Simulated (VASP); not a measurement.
# NaLa3 (Pm-3m) in VASP: notebook

The runs below take NaLa3 through single point, with PBE.

Everything below comes from runs of VASP 6.6.1. Logs are shortened: lines on timing, memory, paths and dates and some standing lists are left out, and cuts for length are marked.

### 1 The cell of the first run

The structure is cubic, space group Pm-3m (No. 221). Conventional cell: a = 5.256 Å, b = 5.256 Å, c = 5.256 Å, α = 90.00°, β = 90.00°, γ = 90.00°. Na (site symmetry m-3m) has 12 La at 3.72 Å within 4.9 Å. La (site symmetry 4/mmm) has 4 Na at 3.72 Å and 8 La at 3.72 Å within 4.9 Å.

### 2 Single point, PBE

File INCAR:

```
SYSTEM = NaLa3
PREC = Accurate ; ENCUT = 520
EDIFF = 1E-6 ; ISMEAR = -1
SIGMA = 0.1 ; LREAL = .False.
LASPH = .True. ; NELM = 80
ALGO = Normal ; ISIF = 2
LWAVE = .False. ; LCHARG = .True.
GGA = PE ; LELF = .True.
LVHAR = .True. ; NBANDS = 28
```

File KPOINTS:

```
regular mesh
0
Gamma
  5 5 5
  0 0 0
```

File POSCAR:

```
NaLa3
1.0
    5.2562870000      0.0000000000      0.0000000000
    0.0000000000      5.2562870000      0.0000000000
    0.0000000000      0.0000000000      5.2562870000
Na La
1 3
Direct
    0.0000000000      0.0000000000      0.0000000000
    0.5000000000      0.0000000000      0.5000000000
    0.0000000000      0.5000000000      0.5000000000
    0.5000000000      0.5000000000      0.0000000000
```

Potentials or basis: VASP PAW PBE potentials, release 64 (Na_pv, La).

Command:

```sh
> cat potpaw_PBE.64/Na_pv/POTCAR potpaw_PBE.64/La/POTCAR > POTCAR
> mpirun -np 1 vasp_std > vasp.out
```

OUTCAR:

```text
SYSTEM = NaLa3
   PREC = Accurate
   ENCUT = 520
   EDIFF = 1E-6
   ISMEAR = -1
   LREAL = .False.
   LASPH = .True.
   NELM = 80
   ISIF = 2
   GGA = PE

 ion  position               nearest neighbor table
   1  0.000  0.000  0.000-
   2  0.500  0.000  0.500-
   3  0.000  0.500  0.500-
   4  0.500  0.500  0.000-

  LATTYP: Found a simple cubic cell.
 ALAT       =     5.2562870000

  Lattice vectors:

 A1 = (   5.2562870000,   0.0000000000,   0.0000000000)
 A2 = (   0.0000000000,   5.2562870000,   0.0000000000)
 A3 = (   0.0000000000,   0.0000000000,   5.2562870000)

Analysis of symmetry for initial positions (statically):
=====================================================================
 Subroutine PRICEL returns:
 Original cell was already a primitive cell.

 Routine SETGRP: Setting up the symmetry group for a
 simple cubic supercell.

 Subroutine GETGRP returns: Found 48 space group operations
[... 9 lines left out ...]

 Routine SETGRP: Setting up the symmetry group for a
 simple cubic supercell.

 Subroutine GETGRP returns: Found 48 space group operations
[... 11 lines left out ...]
                                     Primitive cell

  volume of cell :     145.2236

  direct lattice vectors                    reciprocal lattice vectors
     5.256287000  0.000000000  0.000000000     0.190248364  0.000000000  0.000000000
     0.000000000  5.256287000  0.000000000     0.000000000  0.190248364  0.000000000
     0.000000000  0.000000000  5.256287000     0.000000000  0.000000000  0.190248364

  length of vectors
     5.256287000  5.256287000  5.256287000     0.190248364  0.190248364  0.190248364

  position of ions in fractional coordinates (direct lattice)
     0.000000000  0.000000000  0.000000000
     0.500000000  0.000000000  0.500000000
     0.000000000  0.500000000  0.500000000
     0.500000000  0.500000000  0.000000000

  ion indices of the primitive-cell ions
   primitive index   ion index
                 1           1
                 2           2
                 3           3
                 4           4

----------------------------------------------------------------------------------------

 KPOINTS: regular mesh

Automatic generation of k-mesh.
 Grid dimensions read from file:
 generate k-points for:    5    5    5

 Generating k-lattice:

  Cartesian coordinates                     Fractional coordinates (reciprocal lattice)
     0.038049673  0.000000000  0.000000000     0.200000000  0.000000000  0.000000000
     0.000000000  0.038049673  0.000000000     0.000000000  0.200000000  0.000000000
     0.000000000  0.000000000  0.038049673     0.000000000  0.000000000  0.200000000

  Length of vectors
     0.038049673  0.038049673  0.038049673

  Shift w.r.t. Gamma in fractional coordinates (k-lattice)
     0.000000000  0.000000000  0.000000000

 Subroutine IBZKPT returns following result:
 ===========================================

 Found     10 irreducible k-points:

 Following reciprocal coordinates:
            Coordinates               Weight
  0.000000  0.000000  0.000000      1.000000
  0.200000  0.000000  0.000000      6.000000
  0.400000  0.000000  0.000000      6.000000
  0.200000  0.200000  0.000000     12.000000
  0.400000  0.200000  0.000000     24.000000
  0.400000  0.400000  0.000000     12.000000
  0.200000  0.200000  0.200000      8.000000
  0.400000  0.200000  0.200000     24.000000
  0.400000  0.400000  0.200000     24.000000
  0.400000  0.400000  0.400000      8.000000
   k-points           NKPTS =     10   k-points in BZ     NKDIM =     10   number of bands    NBANDS=     28
   number of dos      NEDOS =    301   number of ions     NIONS =      4
   total plane-waves  NPLWV =  64000
   dimension x,y,z NGX =    40 NGY =   40 NGZ =   40
   dimension x,y,z NGXF=    80 NGYF=   80 NGZF=   80
   ions per type =               1   3
   NGX,Y,Z   is equivalent  to a cutoff of  12.65, 12.65, 12.65 a.u.
   NGXF,Y,Z  is equivalent  to a cutoff of  25.30, 25.30, 25.30 a.u.
 SYSTEM =  NaLa3
   PREC   = accura    normal or accurate (medium, high low for compatibility)
   ISTART =      0    job   : 0-new  1-cont  2-samecut
   ICHARG =      2    charge: 1-file 2-atom 10-const
   ISPIN  =      1    spin polarized calculation?
   LNONCOLLINEAR =      F non collinear calculations
   LSORBIT =      F    spin-orbit coupling
   LASPH  =      T    aspherical Exc in radial PAW
   ENCUT  =  520.0 eV  38.22 Ry    6.18 a.u.   9.77  9.77  9.77*2*pi/ulx,y,z
   NELM   =     80;   NELMIN=  2; NELMDL= -5     # of ELM steps
   EDIFF  = 0.1E-05   stopping-criterion for ELM
   LREAL  =      F    real-space projection
   EDIFFG = 0.1E-04   stopping-criterion for IOM
   NSW    =      0    number of steps for IOM
   IBRION =     -1    ionic relax: 0-MD 1-quasi-New 2-CG
   NFREE  =      0    steps in history (QN), initial steepest desc. (CG)
   ISIF   =      2    stress and relaxation
   ISYM   =      2    0-nonsym 1-usesym 2-fastsym
   POTIM  = 0.5000    time-step for ionic-motion
   TEBEG  =    0.0;   TEEND  =   0.0 temperature during run
   PSTRESS=    0.0 pullay stress
   NELECT =      40.0000    total number of electrons
   NUPDOWN=      -1.0000    fix difference up-down
   EMIN   =  10.00;   EMAX   =-10.00  energy-range for DOS
   EFERMI =   0.00;   METHOD = LEGACY
   ISMEAR =    -1;   SIGMA  =   0.10  broadening in eV -4-tet -1-fermi 0-gaus
   EFERMI_NEDOS =   21; number of points for ismear=-14 and -15
   IALGO  =     38    algorithm
   IMIX   =      4    mixing-type and parameters
     AMIX     =   0.40;   BMIX     =  1.00
     AMIX_MAG =   1.60;   BMIX_MAG =  1.00
  volume/ion in A,a.u.               =      36.31       245.00
  Fermi-wavevector in a.u.,A,eV,Ry     =   1.065162  2.012865 15.436770  1.134571
  Thomas-Fermi vector in A             =   2.200705
   LORBIT       =      0    0 simple, 1 ext, 2 COOP (PROOUT), +10 PAW based schemes
   GGA     = PE    functional components
   LHFCALC =     F    Hartree Fock is set to
   AEXX    =    0.0000 exact exchange contribution
   IVDW    =     0    specifies the selected vdW correction
   LEPSILON=     F    determine dielectric tensor
   LRPA    =     F    only Hartree local field effects (RPA)
 non-spin polarized calculation
  energy-cutoff  :      520.00
  volume of cell :      145.22
 maximum number of plane-waves:      3924
 NGX is ok and might be reduce to    40
   NGX = 19   NGY = 19   NGZ = 19

 number of electron      40.0000008 magnetization

 Free energy of the ion-electron system (eV)
  ---------------------------------------------------
  ext. energy  EPLUGINS =         0.00000000
  ---------------------------------------------------
  free energy    TOTEN  =       -15.17942824 eV

  energy without entropy =      -14.94638613  energy(sigma->0) =      -15.06290719

 E-fermi :   6.0792     XC(G=0):  -8.9666

 val. band max:        5.9942756446   @ k =   0.4000   0.2000   0.0000
 cond. band min:       6.1025620515   @ k =   0.2000   0.2000   0.2000
 fundamental gap:      0.1082864069
 Fermi energy:         6.0792466927

 k-point     1 :       0.0000    0.0000    0.0000
  band No.  band energies     occupation
      1     -26.9171      2.00000
      2     -26.7082      2.00000
      3     -26.7082      2.00000
      4     -17.5788      2.00000
      5     -17.5788      2.00000
      6     -17.5788      2.00000
[... 20 lines left out ...]
     27       7.7437      0.00000
     28       7.7623      0.00000

 k-point     2 :       0.2000    0.0000    0.0000
  band No.  band energies     occupation
      1     -26.8999      2.00000
      2     -26.7260      2.00000
      3     -26.7080      2.00000
      4     -17.5787      2.00000
      5     -17.5787      2.00000
      6     -17.5787      2.00000
[... 20 lines left out ...]
     27       7.6336      0.00000
     28       7.7581      0.00000

 k-point     3 :       0.4000    0.0000    0.0000
  band No.  band energies     occupation
      1     -26.8596      2.00000
      2     -26.7670      2.00000
      3     -26.7076      2.00000
      4     -17.5786      2.00000
      5     -17.5786      2.00000
      6     -17.5785      2.00000
[... 20 lines left out ...]
     27       7.4315      0.00000
     28       7.6449      0.00000

 k-point     4 :       0.2000    0.2000    0.0000
  band No.  band energies     occupation
      1     -26.8839      2.00000
      2     -26.7324      2.00000
      3     -26.7176      2.00000
      4     -17.5788      2.00000
      5     -17.5786      2.00000
      6     -17.5785      2.00000
[... 20 lines left out ...]
     27       7.6538      0.00000
     28       7.7311      0.00000

 k-point     5 :       0.4000    0.2000    0.0000
  band No.  band energies     occupation
      1     -26.8459      2.00000
      2     -26.7671      2.00000
      3     -26.7208      2.00000
      4     -17.5788      2.00000
      5     -17.5785      2.00000
      6     -17.5785      2.00000
[... 20 lines left out ...]
     27       7.5040      0.00000
     28       7.6787      0.00000

 k-point     6 :       0.4000    0.4000    0.0000
  band No.  band energies     occupation
      1     -26.8120      2.00000
      2     -26.7710      2.00000
      3     -26.7502      2.00000
      4     -17.5789      2.00000
      5     -17.5788      2.00000
      6     -17.5784      2.00000
[... 20 lines left out ...]
     27       7.5722      0.00000
     28       7.6731      0.00000

 k-point     7 :       0.2000    0.2000    0.2000
  band No.  band energies     occupation
      1     -26.8693      2.00000
      2     -26.7321      2.00000
      3     -26.7321      2.00000
      4     -17.5788      2.00000
      5     -17.5788      2.00000
      6     -17.5784      2.00000
[... 20 lines left out ...]
     27       7.6715      0.00000
     28       7.6780      0.00000

 k-point     8 :       0.4000    0.2000    0.2000
  band No.  band energies     occupation
      1     -26.8345      2.00000
      2     -26.7671      2.00000
      3     -26.7317      2.00000
      4     -17.5789      2.00000
      5     -17.5788      2.00000
      6     -17.5785      2.00000
[... 20 lines left out ...]
     27       7.6073      0.00000
     28       7.7076      0.00000

 k-point     9 :       0.4000    0.4000    0.2000
  band No.  band energies     occupation
      1     -26.8058      2.00000
      2     -26.7707      2.00000
      3     -26.7557      2.00000
      4     -17.5791      2.00000
      5     -17.5790      2.00000
      6     -17.5786      2.00000
[... 20 lines left out ...]
     27       7.6219      0.00000
     28       7.6886      0.00000

 k-point    10 :       0.4000    0.4000    0.4000
  band No.  band energies     occupation
      1     -26.7903      2.00000
      2     -26.7702      2.00000
      3     -26.7702      2.00000
      4     -17.5793      2.00000
      5     -17.5793      2.00000
      6     -17.5791      2.00000
[... 20 lines left out ...]
     27       7.5508      0.00000
     28       7.7024      0.00000

------------------------ aborting loop because EDIFF is reached ----------------------------------------

  FORCE on cell =-STRESS in cart. coord.  units (eV):
  Direction    XX          YY          ZZ          XY          YZ          ZX
  --------------------------------------------------------------------------------------
  -------------------------------------------------------------------------------------
  Total        0.2907263      0.2907263      0.2907263     -0.0000000      0.0000000     -0.0000000
  in kB        3.2074336      3.2074336      3.2074336     -0.0000000      0.0000000     -0.0000000
  external PRESSURE =       3.2074336 kB  Pullay stress =       0.0000000 kB

 VOLUME and BASIS-vectors are now :
 -----------------------------------------------------------------------------
  energy-cutoff  :      520.00
  volume of cell :      145.22
      direct lattice vectors                 reciprocal lattice vectors
     5.256287000  0.000000000  0.000000000     0.190248364  0.000000000  0.000000000
     0.000000000  5.256287000  0.000000000     0.000000000  0.190248364  0.000000000
     0.000000000  0.000000000  5.256287000     0.000000000  0.000000000  0.190248364

 POSITION                                       TOTAL-FORCE (eV/Angst)
 -----------------------------------------------------------------------------------
      0.00000      0.00000      0.00000         0.000000      0.000000      0.000000
      2.62814      0.00000      2.62814         0.000000      0.000000      0.000000
      0.00000      2.62814      2.62814         0.000000      0.000000      0.000000
      2.62814      2.62814      0.00000         0.000000      0.000000      0.000000
 -----------------------------------------------------------------------------------
    total drift:                                0.000000     -0.000000     -0.000000

  FREE ENERGIE OF THE ION-ELECTRON SYSTEM (eV)
  ---------------------------------------------------
  free  energy   TOTEN  =       -15.1794282434 eV

  energy  without entropy=      -14.9463861303  energy(sigma->0) =      -15.06290719
```

It took 28 s on 1 thread of Intel Xeon 6975P-C (Granite Rapids), shared host; peak memory 0.25 GiB.

What came out:

* Free energy: -15.1794 eV
* Pressure: 0.3 GPa
* Band gap on the k mesh: zero (band 20 reaches 6.75 eV, above the bottom of band 21 at 5.38 eV)

Levels at points of the mesh, in eV from the Fermi level:
| k point | band 16 | band 17 | band 18 | band 19 | band 20 | band 21 | band 22 | band 23 | band 24 | band 25 |
| --- | --- | --- | --- | --- | --- | --- | --- | --- | --- | --- |
| (0.00, 0.00, 0.00) | -3.22 | -2.10 | -0.85 | -0.85 | -0.70 | -0.70 | -0.70 | 1.37 | 1.52 | 1.52 |

Caveat: spin-orbit coupling is left out, which moves the levels of the heavy elements.

### 3 Single point, PBE

File INCAR:

```
PREC = Accurate
ENCUT = 520
EDIFF = 1E-6
ISMEAR = -1
SIGMA = 0.1
LREAL = F
LASPH = T
NELM = 60
ALGO = Normal
ISIF = 2
LWAVE = F
LCHARG = F
GGA = PE
NBANDS = 28
```

File KPOINTS:

```
regular mesh
0
Gamma
  5 5 5
```

POSCAR is that of step 2.

Potentials or basis: VASP PAW PBE potentials, release 64 (Na_pv, La).

Command:

```sh
> cat potpaw_PBE.64/Na_pv/POTCAR potpaw_PBE.64/La/POTCAR > POTCAR
> mpirun -np 1 vasp_std > vasp.out
```

Run time: 28 s. Hardware: 1 thread of Intel Xeon 6975P-C (Granite Rapids), shared host; peak memory 0.25 GiB.

It converged, with:

```
Free energy            : -15.1794 eV
Pressure               : 0.3 GPa
Band gap on the k mesh : zero (band 20 reaches 6.75 eV, above the bottom of band 21 at 5.38 eV)
```

Levels at points of the mesh, in eV from the Fermi level:
| k point | band 17 | band 18 | band 19 | band 20 | band 21 | band 22 | band 23 | band 24 |
| --- | --- | --- | --- | --- | --- | --- | --- | --- |
| (0.00, 0.00, 0.00) | -2.10 | -0.85 | -0.85 | -0.70 | -0.70 | -0.70 | 1.37 | 1.52 |

Caveat: spin-orbit coupling is left out, which moves the levels of the heavy elements.
